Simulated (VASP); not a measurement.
# SnO (P4/nmm) in VASP: single point with PBE

Aim: the single point of SnO with PBE.

All numbers are computed with VASP 6.6.1; they aren't measurements. Logs are shortened: lines on timing, memory, paths and dates and some standing lists are left out, and cuts for length are marked.

## Step 1: The cell of the first run

The structure is tetragonal, space group P4/nmm (No. 129). Conventional cell: a = 3.802 Å, b = 3.802 Å, c = 4.739 Å, α = 90.00°, β = 90.00°, γ = 90.00°. Within 2.9 Å of Sn (site symmetry 4mm) lie 4 O at 2.21 Å. Within 2.9 Å of O (site symmetry -4m2) lie 4 Sn at 2.21 Å and 4 O at 2.69 Å.

## Step 2: Single point, PBE (zz strain of -2 %)

File INCAR:

```
SYSTEM = SnO
PREC = Accurate ; ENCUT = 520
EDIFF = 1E-6 ; ISMEAR = -1
SIGMA = 0.01 ; LREAL = .FALSE.
LASPH = .TRUE. ; NELM = 60
ALGO = Normal ; ISIF = 2
LWAVE = .FALSE. ; LCHARG = .FALSE.
GGA = PE ; NBANDS = 28
```

File KPOINTS:

```
regular mesh
0
G
  8 8 6
  0 0 0
```

File POSCAR:

```
SnO
1.0
    3.8020000000      0.0000000000      0.0000000000
    0.0000000000      3.8020000000      0.0000000000
    0.0000000000      0.0000000000      4.7392800000
Sn O
2 2
Direct
    0.0000000000      0.5000000000      0.2385000000
    0.5000000000      0.0000000000      0.7615000000
    0.0000000000      0.0000000000      0.0000000000
    0.5000000000      0.5000000000      0.0000000000
```

Potentials or basis: VASP PAW PBE potentials, release 64 (Sn_d, O).

Run with:

```
$ cat potpaw_PBE.64/Sn_d/POTCAR potpaw_PBE.64/O/POTCAR > POTCAR
$ mpirun -np 1 vasp_std > vasp.out
```

OUTCAR:

```text
SYSTEM = SnO
   PREC = Accurate
   ENCUT = 520
   EDIFF = 1E-6
   ISMEAR = -1
   LREAL = .FALSE.
   LASPH = .TRUE.
   NELM = 60
   ISIF = 2
   GGA = PE

 ion  position               nearest neighbor table
   1  0.000  0.500  0.239-   3 2.21   4 2.21   3 2.21   4 2.21   2 3.51   2 3.51   2 3.51   2 3.51
                             2 3.66   2 3.66   2 3.66   2 3.66
   2  0.500  0.000  0.761-   3 2.21   4 2.21   4 2.21   3 2.21   1 3.51   1 3.51   1 3.51   1 3.51
                             1 3.66   1 3.66   1 3.66   1 3.66
   3  0.000  0.000  0.000-   1 2.21   2 2.21   1 2.21   2 2.21
   4  0.500  0.500  0.000-   1 2.21   2 2.21   2 2.21   1 2.21

  LATTYP: Found a simple tetragonal cell.
 ALAT       =     3.8020000000
 C/A-ratio  =     1.2465228827

  Lattice vectors:

 A1 = (   3.8020000000,   0.0000000000,   0.0000000000)
 A2 = (   0.0000000000,   3.8020000000,   0.0000000000)
 A3 = (   0.0000000000,   0.0000000000,   4.7392800000)

Analysis of symmetry for initial positions (statically):
=====================================================================
 Subroutine PRICEL returns:
 Original cell was already a primitive cell.

 Routine SETGRP: Setting up the symmetry group for a
 simple tetragonal supercell.

 Subroutine GETGRP returns: Found 16 space group operations
 (whereof  8 operations were pure point group operations)
 out of a pool of 16 trial point group operations.

The static configuration has the point symmetry D_2d.
 The point group associated with its full space group is D_4h.

Analysis of symmetry for dynamics (positions and initial velocities):
=====================================================================
 Subroutine PRICEL returns:
 Original cell was already a primitive cell.

 Routine SETGRP: Setting up the symmetry group for a
 simple tetragonal supercell.

 Subroutine GETGRP returns: Found 16 space group operations
 (whereof  8 operations were pure point group operations)
 out of a pool of 16 trial point group operations.

The dynamic configuration has the point symmetry D_2d.
 The point group associated with its full space group is D_4h.

 Subroutine INISYM returns: Found 16 space group operations
 (whereof  8 operations are pure point group operations),
 and found     1 'primitive' translations

----------------------------------------------------------------------------------------

                                     Primitive cell

  volume of cell :      68.5073

  direct lattice vectors                    reciprocal lattice vectors
     3.802000000  0.000000000  0.000000000     0.263019463  0.000000000  0.000000000
     0.000000000  3.802000000  0.000000000     0.000000000  0.263019463  0.000000000
     0.000000000  0.000000000  4.739280000     0.000000000  0.000000000  0.211002515

  length of vectors
     3.802000000  3.802000000  4.739280000     0.263019463  0.263019463  0.211002515

  position of ions in fractional coordinates (direct lattice)
     0.000000000  0.500000000  0.238500000
     0.500000000  0.000000000  0.761500000
     0.000000000  0.000000000  0.000000000
     0.500000000  0.500000000  0.000000000

  ion indices of the primitive-cell ions
   primitive index   ion index
                 1           1
                 2           2
                 3           3
                 4           4

----------------------------------------------------------------------------------------

 KPOINTS: regular mesh

Automatic generation of k-mesh.
 Grid dimensions read from file:
 generate k-points for:    8    8    6

 Generating k-lattice:

  Cartesian coordinates                     Fractional coordinates (reciprocal lattice)
     0.032877433  0.000000000  0.000000000     0.125000000  0.000000000  0.000000000
     0.000000000  0.032877433  0.000000000     0.000000000  0.125000000  0.000000000
     0.000000000  0.000000000  0.035167086     0.000000000  0.000000000  0.166666667

  Length of vectors
     0.032877433  0.032877433  0.035167086

  Shift w.r.t. Gamma in fractional coordinates (k-lattice)
     0.000000000  0.000000000  0.000000000

 Subroutine IBZKPT returns following result:
 ===========================================

 Found     60 irreducible k-points:

 Following reciprocal coordinates:
            Coordinates               Weight
  0.000000  0.000000  0.000000      1.000000
  0.125000  0.000000  0.000000      4.000000
  0.250000  0.000000  0.000000      4.000000
  0.375000  0.000000  0.000000      4.000000
  0.500000  0.000000  0.000000      2.000000
  0.125000  0.125000  0.000000      4.000000
[... 16 lines left out ...]
  0.375000  0.125000  0.166667     16.000000
  0.500000  0.125000  0.166667      8.000000
 [... further k-points ...]
   k-points           NKPTS =     60   k-points in BZ     NKDIM =     60   number of bands    NBANDS=     28
   number of dos      NEDOS =    301   number of ions     NIONS =      4
   total plane-waves  NPLWV =  28224
   dimension x,y,z NGX =    28 NGY =   28 NGZ =   36
   dimension x,y,z NGXF=    56 NGYF=   56 NGZF=   72
   ions per type =               2   2
   NGX,Y,Z   is equivalent  to a cutoff of  12.24, 12.24, 12.63 a.u.
   NGXF,Y,Z  is equivalent  to a cutoff of  24.49, 24.49, 25.26 a.u.
 SYSTEM =  SnO
   PREC   = accura    normal or accurate (medium, high low for compatibility)
   ISTART =      0    job   : 0-new  1-cont  2-samecut
   ICHARG =      2    charge: 1-file 2-atom 10-const
   ISPIN  =      1    spin polarized calculation?
   LNONCOLLINEAR =      F non collinear calculations
   LSORBIT =      F    spin-orbit coupling
   LASPH  =      T    aspherical Exc in radial PAW
   ENCUT  =  520.0 eV  38.22 Ry    6.18 a.u.   7.07  7.07  8.81*2*pi/ulx,y,z
   NELM   =     60;   NELMIN=  2; NELMDL= -5     # of ELM steps
   EDIFF  = 0.1E-05   stopping-criterion for ELM
   LREAL  =      F    real-space projection
   EDIFFG = 0.1E-04   stopping-criterion for IOM
   NSW    =      0    number of steps for IOM
   IBRION =     -1    ionic relax: 0-MD 1-quasi-New 2-CG
   NFREE  =      0    steps in history (QN), initial steepest desc. (CG)
   ISIF   =      2    stress and relaxation
   ISYM   =      2    0-nonsym 1-usesym 2-fastsym
   POTIM  = 0.5000    time-step for ionic-motion
   TEBEG  =    0.0;   TEEND  =   0.0 temperature during run
   PSTRESS=    0.0 pullay stress
   NELECT =      40.0000    total number of electrons
   NUPDOWN=      -1.0000    fix difference up-down
   EMIN   =  10.00;   EMAX   =-10.00  energy-range for DOS
   EFERMI =   0.00;   METHOD = LEGACY
   ISMEAR =    -1;   SIGMA  =   0.01  broadening in eV -4-tet -1-fermi 0-gaus
   EFERMI_NEDOS =   21; number of points for ismear=-14 and -15
   IALGO  =     38    algorithm
   IMIX   =      4    mixing-type and parameters
     AMIX     =   0.40;   BMIX     =  1.00
     AMIX_MAG =   1.60;   BMIX_MAG =  1.00
  volume/ion in A,a.u.               =      17.13       115.58
  Fermi-wavevector in a.u.,A,eV,Ry     =   1.368304  2.585720 25.473591  1.872256
  Thomas-Fermi vector in A             =   2.494280
   LORBIT       =      0    0 simple, 1 ext, 2 COOP (PROOUT), +10 PAW based schemes
   GGA     = PE    functional components
   LHFCALC =     F    Hartree Fock is set to
   AEXX    =    0.0000 exact exchange contribution
   IVDW    =     0    specifies the selected vdW correction
   LEPSILON=     F    determine dielectric tensor
   LRPA    =     F    only Hartree local field effects (RPA)
 non-spin polarized calculation
  energy-cutoff  :      520.00
  volume of cell :       68.51
 maximum number of plane-waves:      1864
   NGX = 15   NGY = 15   NGZ = 17

 number of electron      39.9999997 magnetization

 Free energy of the ion-electron system (eV)
  ---------------------------------------------------
  ext. energy  EPLUGINS =         0.00000000
  ---------------------------------------------------
  free energy    TOTEN  =       -22.62575412 eV

  energy without entropy =      -22.62566985  energy(sigma->0) =      -22.62571199

 E-fermi :   7.4863     XC(G=0): -10.3764

 val. band max:        7.4555250688   @ k =   0.1250   0.0000   0.0000
 cond. band min:       7.5075218807   @ k =   0.5000   0.5000   0.0000
 fundamental gap:      0.0519968119
 Fermi energy:         7.4863465028

 k-point     1 :       0.0000    0.0000    0.0000
  band No.  band energies     occupation
      1     -14.6432      2.00000
      2     -14.1617      2.00000
      3     -14.1617      2.00000
      4     -14.1483      2.00000
      5     -14.1081      2.00000
      6     -14.1058      2.00000
[... 20 lines left out ...]
     27      14.2444      0.00000
     28      14.6030      0.00000

 k-point     2 :       0.1250    0.0000    0.0000
  band No.  band energies     occupation
      1     -14.6341      2.00000
      2     -14.1579      2.00000
      3     -14.1575      2.00000
      4     -14.1542      2.00000
      5     -14.1140      2.00000
      6     -14.1094      2.00000
[... 20 lines left out ...]
     27      14.4292      0.00000
     28      15.8042      0.00000

 k-point     3 :       0.2500    0.0000    0.0000
  band No.  band energies     occupation
      1     -14.6084      2.00000
      2     -14.2743      2.00000
      3     -14.1464      2.00000
      4     -14.1460      2.00000
      5     -14.1161      2.00000
      6     -14.1124      2.00000
[... 20 lines left out ...]
     27      14.7123      0.00000
     28      17.8221      0.00000

 k-point     4 :       0.3750    0.0000    0.0000
  band No.  band energies     occupation
      1     -14.5663      2.00000
      2     -14.4036      2.00000
      3     -14.1315      2.00000
      4     -14.1302      2.00000
      5     -14.1157      2.00000
      6     -14.1091      2.00000
[... 578 lines left out ...]
     27      15.7271      0.00000
     28      17.0468      0.00000

 k-point    23 :       0.3750    0.1250    0.1667
  band No.  band energies     occupation
      1     -14.5691      2.00000
      2     -14.4286      2.00000
      3     -14.1447      2.00000
      4     -14.1262      2.00000
      5     -14.1181      2.00000
      6     -14.1028      2.00000
[... 20 lines left out ...]
     27      15.9205      0.00000
     28      16.4367      0.00000

 k-point    24 :       0.5000    0.1250    0.1667
  band No.  band energies     occupation
      1     -14.5140      2.00000
      2     -14.5140      2.00000
      3     -14.1345      2.00000
      4     -14.1345      2.00000
      5     -14.1080      2.00000
      6     -14.1080      2.00000
[... 20 lines left out ...]
     27      16.1276      0.00000
     28      16.1276      0.00000

 [... further k-points ...]

------------------------ aborting loop because EDIFF is reached ----------------------------------------

  FORCE on cell =-STRESS in cart. coord.  units (eV):
  Direction    XX          YY          ZZ          XY          YZ          ZX
  --------------------------------------------------------------------------------------
  -------------------------------------------------------------------------------------
  Total        2.7383177      2.7383177      2.6051726      0.0000000      0.0000000      0.0000000
  in kB       64.0409574     64.0409574     60.9270975      0.0000000      0.0000000      0.0000000
  external PRESSURE =      63.0030041 kB  Pullay stress =       0.0000000 kB

 VOLUME and BASIS-vectors are now :
 -----------------------------------------------------------------------------
  energy-cutoff  :      520.00
  volume of cell :       68.51
      direct lattice vectors                 reciprocal lattice vectors
     3.802000000  0.000000000  0.000000000     0.263019463  0.000000000  0.000000000
     0.000000000  3.802000000  0.000000000     0.000000000  0.263019463  0.000000000
     0.000000000  0.000000000  4.739280000     0.000000000  0.000000000  0.211002515

 POSITION                                       TOTAL-FORCE (eV/Angst)
 -----------------------------------------------------------------------------------
      0.00000      1.90100      1.13032        -0.000000      0.000000      0.804729
      1.90100      0.00000      3.60896         0.000000     -0.000000     -0.804729
      0.00000      0.00000      0.00000        -0.000000     -0.000000      0.000000
      1.90100      1.90100      0.00000        -0.000000      0.000000      0.000000
 -----------------------------------------------------------------------------------
    total drift:                                0.000000      0.000000      0.000000

  FREE ENERGIE OF THE ION-ELECTRON SYSTEM (eV)
  ---------------------------------------------------
  free  energy   TOTEN  =       -22.6257541242 eV

  energy  without entropy=      -22.6256698465  energy(sigma->0) =      -22.62571199
```

It took 67 s on 1 thread of Intel Xeon Platinum 8375C at 2.90GHz (Ice Lake), shared host; peak memory 0.23 GiB.

Results:

```
Free energy            : -22.6258 eV
Pressure               : 6.3 GPa
Largest force          : 0.805 eV/Å
Band gap on the k mesh : 0.05 eV (least direct gap 1.90 eV)
```

Forces on the atoms (eV/Å):
```
Sn   0.000  0.000  0.805
Sn   0.000  0.000 -0.805
O    0.000  0.000  0.000
O    0.000  0.000  0.000
```

Stress tensor (GPa, compression positive):
```
6.40 0.00 0.00
0.00 6.40 0.00
0.00 0.00 6.09
```

Caveat: the cell differs from its parent crystal (zz strain of -2 %); the cell stands under pressure; spin-orbit coupling is left out, which moves the levels of the heavy elements.
